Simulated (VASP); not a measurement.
The system is Al.

```xyz
3
Lattice="4.5160 0.0000 0.0000 -2.2580 3.9110 0.0000 0.0000 0.0000 2.7999" Properties=species:S:1:pos:R:3 pbc="T T T"
Al    0.0000    0.0000    0.0000
Al    0.0000    2.6073    1.4000
Al    2.2580    1.3037    1.4000
```

```yaml
Program: VASP 6.6.1
Task: relaxation of cell and atoms
Functional: PBE
Potentials_or_basis: VASP PAW PBE potentials, release 64 (Al)
Cutoff: 600 eV
k_mesh: 8 × 8 × 11
Occupations: fermi-dirac, width 0.08 eV
Spin: no spin polarisation
```

At the start: pressure 3.2 GPa; volume 16.48 Å³/atom.

Q: How do energy, volume and symmetry change on relaxing?

A: Over 3 steps the energy falls by 6.8 meV/atom and the volume is 17.20 Å³/atom (+4.3 %); space group P6/mmm (No. 191, to 0.05 Å).

The path:
| step | energy change (eV) | largest force (eV/Å) | pressure (GPa) | volume (Å³) |
| --- | --- | --- | --- | --- |
| 1 | 0.0000 | 0.0000 | 3.17 | 49.45 |
| 2 | -0.0203 | 0.0000 | -0.29 | 51.83 |
| 3 | -0.0205 | 0.0000 | 0.00 | 51.60 |

Final structure:
```yaml
crystal:
  lattice:
    - [4.58261, 0.00000, 0.00000]
    - [-2.29130, 3.96866, 0.00000]
    - [0.00000, 0.00000, 2.83720]
  atoms:
    - { symbol: Al, position: [0.00000, 0.00000, 0.00000] }
    - { symbol: Al, position: [0.33333, 0.66667, 0.50000] }
    - { symbol: Al, position: [0.66667, 0.33333, 0.50000] }
```
